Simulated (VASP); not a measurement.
# SnO2 in VASP: notebook, part 3 of 3

VASP 6.6.1. Earlier steps stand in the parts before.

### Step 5. Single point, PBEsol

File INCAR:

```
ALGO = Normal ; EDIFF = 1E-6
ENCUT = 600 ; GGA = PS
GGA_COMPAT = False ; ISIF = 2
ISMEAR = -1 ; LASPH = True
LCHARG = False ; LREAL = False
LWAVE = False ; NBANDS = 64
NELM = 120 ; PREC = Accurate
SIGMA = 0.05
```

File KPOINTS:

```
k-points
0
Gamma
  6 6 6
```

File POSCAR:

```
SnO2
1.0
   -3.2488970000      3.4144700000      3.4140210000
    3.2488970000     -3.4144700000      3.4140210000
    3.2488970000      3.4144700000     -3.4140210000
Sn O
4 8
Direct
    0.5000000000      0.0000000000      0.0000000000
    0.5000000000      0.5000000000      0.5000000000
    0.0035990000      0.7535990000      0.2500000000
    0.9964010000      0.2464010000      0.7500000000
    0.8064960000      0.8037740000      0.4972780000
    0.8064960000      0.3092180000      0.0027220000
    0.3024350000      0.2459400000      0.0564950000
    0.6894450000      0.2459400000      0.4435050000
    0.3105550000      0.7540600000      0.5564950000
    0.1935040000      0.6907820000      0.9972780000
    0.6975650000      0.7540600000      0.9435050000
    0.1935040000      0.1962260000      0.5027220000
```

The run is started by

```
> cat potpaw_PBE.64/Sn_d/POTCAR potpaw_PBE.64/O/POTCAR > POTCAR
> mpirun -np 1 vasp_std > vasp.out
```

Wall time 12 min (1 thread of Intel Xeon Platinum 8259CL at 2.50GHz (Skylake/Cascade Lake), shared host); peak memory 0.57 GiB.

It converged, with:

```yaml
Free_energy: -79.2674 eV
Pressure: -6.1 GPa
Largest_force: 0.085 eV/Å
Band_gap_on_the_k_mesh: 0.53 eV
```

Forces on the atoms (eV/Å):
```
Sn   0.000  0.000  0.000
Sn   0.000  0.000  0.000
Sn   0.000  0.000 -0.059
Sn   0.000  0.000  0.059
O    0.038  0.000  0.076
O   -0.038  0.000  0.076
O    0.000  0.076  0.033
O    0.000 -0.076  0.033
O    0.000  0.076 -0.033
O    0.038  0.000 -0.076
O    0.000 -0.076 -0.033
O   -0.038  0.000 -0.076
```

Stress tensor (GPa, compression positive):
```
-7.13  0.00  0.00
 0.00 -5.67  0.00
 0.00  0.00 -5.64
```

Levels at points of the mesh, in eV from the valence-band top:
| k point | band 49 | band 50 | band 51 | band 52 | band 53 | band 54 | band 55 | band 56 |
| --- | --- | --- | --- | --- | --- | --- | --- | --- |
| (0.00, 0.00, 0.00) | -0.78 | -0.75 | -0.74 | 0.00 | 0.53 | 4.20 | 4.20 | 5.52 |
| (0.50, 0.00, 0.00) | -0.77 | -0.76 | -0.61 | -0.61 | 3.76 | 3.76 | 5.71 | 5.72 |
| (0.00, 0.50, 0.00) | -0.82 | -0.81 | -0.51 | -0.47 | 3.88 | 3.88 | 5.46 | 5.48 |
| (0.50, 0.50, 0.00) | -0.81 | -0.81 | -0.49 | -0.49 | 3.88 | 3.88 | 5.47 | 5.47 |
| (0.50, 0.50, 0.50) | -1.19 | -1.19 | -0.86 | -0.85 | 4.14 | 4.15 | 5.45 | 5.46 |

Caveat: the cell stands under tension; the PAW data sets were made with another functional, which shifts forces and pressure a little; spin-orbit coupling is left out, which moves the levels of the heavy elements.

### Step 6. Single point, revPBE

This run uses another cell than the first one, of 12.80 Å³/atom.

File INCAR:

```
SYSTEM = SnO2
PREC = Accurate
ENCUT = 520
EDIFF = 1E-6
ISMEAR = -1
SIGMA = 0.05
LREAL = .FALSE.
LASPH = .TRUE.
NELM = 60
ALGO = Normal
ISIF = 2
LWAVE = .FALSE.
LCHARG = .FALSE.
GGA = RE
NBANDS = 64
```

File KPOINTS:

```
regular mesh
0
G
  6 6 6
  0 0 0
```

File POSCAR:

```
SnO2
1.0
   -3.2478994081      3.4379833453      3.4379833240
    3.2478994081     -3.4379833453      3.4379833240
    3.2478994081      3.4379833453     -3.4379833240
Sn O
4 8
Direct
    0.5000000000      0.0000000000      0.0000000000
    0.5000000000      0.5000000000      0.5000000000
   -0.0000018974      0.7499981026      0.2500000000
    1.0000018974      0.2500018974      0.7500000000
    0.8068329457      0.8068361833      0.5000032376
    0.8068329457      0.3068297082     -0.0000032376
    0.3068413949      0.2500083770      0.0568330179
    0.6931753590      0.2500083770      0.4431669821
    0.3068246410      0.7499916230      0.5568330179
    0.1931670543      0.6931702918      1.0000032376
    0.6931586051      0.7499916230      0.9431669821
    0.1931670543      0.1931638167      0.4999967624
```

Potentials or basis: VASP PAW PBE potentials, release 64 (Sn_d, O).

The run is started by

```
> cat potpaw_PBE.64/Sn_d/POTCAR potpaw_PBE.64/O/POTCAR > POTCAR
> mpirun -np 1 vasp_std > vasp.out
```

Run time: 8 min. Hardware: 1 thread of AMD EPYC 7R13 (Zen 3), shared host; peak memory 0.48 GiB.

The run converged. Its results:

| Item | Value |
| --- | --- |
| Free energy | -70.5204 eV |
| Pressure | 0.6 GPa |
| Largest force | 0.018 eV/Å |
| Band gap on the k mesh | 0.57 eV |

Forces on the atoms (eV/Å):
```
Sn   0.000  0.000  0.000
Sn   0.000  0.000  0.000
Sn   0.000  0.000  0.000
Sn   0.000  0.000  0.000
O    0.000  0.000 -0.018
O    0.000  0.000 -0.018
O    0.000 -0.018  0.000
O    0.000  0.018  0.000
O    0.000 -0.018  0.000
O    0.000  0.000  0.018
O    0.000  0.018  0.000
O    0.000  0.000  0.018
```

Stress tensor (GPa, compression positive):
```
0.75 0.00 0.00
0.00 0.48 0.00
0.00 0.00 0.48
```

Levels at points of the mesh, in eV from the valence-band top:
```csv
k point,band 49,band 50,band 51,band 52,band 53,band 54,band 55,band 56
"(0.00, 0.00, 0.00)",-0.76,-0.73,-0.72,0.00,0.57,4.26,4.26,5.63
"(0.50, 0.00, 0.00)",-0.76,-0.76,-0.59,-0.59,3.77,3.77,5.72,5.72
"(0.00, 0.50, 0.00)",-0.79,-0.79,-0.47,-0.47,3.90,3.90,5.49,5.49
"(0.50, 0.50, 0.00)",-0.79,-0.79,-0.47,-0.47,3.90,3.90,5.49,5.49
"(0.50, 0.50, 0.50)",-1.15,-1.15,-0.84,-0.84,4.16,4.16,5.46,5.46
```

Caveat: the PAW data sets were made with another functional, which shifts forces and pressure a little; spin-orbit coupling is left out, which moves the levels of the heavy elements.

### Step 7. The runs side by side

```csv
level,cell,cutoff (eV),gap on the mesh (eV),pressure (GPa),largest force (eV/Å)
PBE,"a = 5.820 Å, angles 112.1, 108.2, 108.2°, 12 atoms, atomic positions A",520,0.62,-0.2,0.06
PBEsol,"a = 5.858 Å, angles 112.1, 108.2, 108.2°, 12 atoms, atomic positions A",600,0.32,-9.3,0.14
BLYP+D3(BJ),"a = 5.797 Å, angles 111.9, 108.3, 108.3°, 12 atoms, atomic positions B",520,0.78,1.0,0.02
PBEsol,"a = 5.820 Å, angles 112.1, 108.2, 108.2°, 12 atoms, atomic positions A",600,0.53,-6.1,0.08
revPBE,"a = 5.847 Å, angles 112.5, 108.0, 108.0°, 12 atoms, atomic positions B",520,0.57,0.6,0.02
```

Alike in all rows: task single point; potentials or basis VASP PAW PBE potentials, release 64 (Sn_d, O); no spin polarisation; k mesh 6 × 6 × 6; smearing fermi-dirac 0.05 eV.

Caveats: spin-orbit coupling is left out, which moves the levels of the heavy elements; the PAW data sets were made with another functional, which shifts forces and pressure a little (at least some runs); the cell stands under tension (at least some runs).

Total energies depend on the potentials used, so only differences within one code and one set of settings carry meaning.
